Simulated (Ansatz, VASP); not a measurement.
NaGeCl3: VASP beside Ansatz

Contents of INCAR:

```
PREC = Accurate ; ENCUT = 520
EDIFF = 1E-6 ; ISMEAR = -1
SIGMA = 0.02 ; LREAL = F
LASPH = T ; NELM = 100
ALGO = Normal ; ISIF = 2
LWAVE = F ; LCHARG = F
GGA = PE ; NBANDS = 29
```

File KPOINTS:

```
regular mesh
0
Gamma
  6 6 6
```

POSCAR

```
NaGeCl3
1.0
    5.1908704749      0.0000000000      0.0000000000
    0.0000000000      5.1908704749      0.0000000000
    0.0000000000      0.0000000000      5.1908704749
Na Ge Cl
1 1 3
Direct
    0.0000000000      0.0000000000      0.0000000000
    0.5000000000      0.5000000000      0.5000000000
    0.5000000000      0.5000000000      0.0000000000
    0.5000000000      0.0000000000      0.5000000000
    0.0000000000      0.5000000000      0.5000000000
```

Input for Ansatz:

```yaml
crystal:
  lattice:
    - [5.1908704749, 0.0, 0.0]
    - [0.0, 5.1908704749, 0.0]
    - [0.0, 0.0, 5.1908704749]
  atoms:
    - { symbol: Na, position: [0.0, 0.0, 0.0] }
    - { symbol: Ge, position: [0.5, 0.5, 0.5] }
    - { symbol: Cl, position: [0.5, 0.5, 0.0] }
    - { symbol: Cl, position: [0.5, 0.0, 0.5] }
    - { symbol: Cl, position: [0.0, 0.5, 0.5] }
kpoints:
  mp_grid: { grid: [6, 6, 6] }
  band_path:
    path: [[0.0, 0.0, 0.0], [0.0, 0.5, 0.0], [0.5, 0.5, 0.0], [0.5, 0.5, 0.5]]
    npoints: 1
hamiltonian:
  xc: pbe
scf:
  occupations: { method: fermi_dirac, width: 0.02 }
  n_extra_bands: 5
output:
  forces: true
  stress: true
  eigenvalues: true
```

Alike in both runs: task single point; functional PBE; k mesh 6 × 6 × 6; occupations fermi-dirac, width 0.02 eV; no spin polarisation.

|  | VASP | Ansatz |
| --- | --- | --- |
| version | VASP 6.6.1 | Ansatz 0.2.0 |
| potentials or method | VASP PAW PBE potentials, release 64 (Na_pv, Ge_d, Cl) | plane waves, PAW |
| plane-wave cutoff (eV) | 520 | 420 |
| valence electrons in the cell | 42 | 44 |

VASP gave:

| Property | Result |
| --- | --- |
| pressure (GPa) | 0.5 |

Task: Which values does Ansatz return?

Result: Pressure (GPa): 0.6.

VASP's potentials hold 42 valence electrons a cell and Ansatz's 44, so a difference there can come from the potentials and not from the codes.
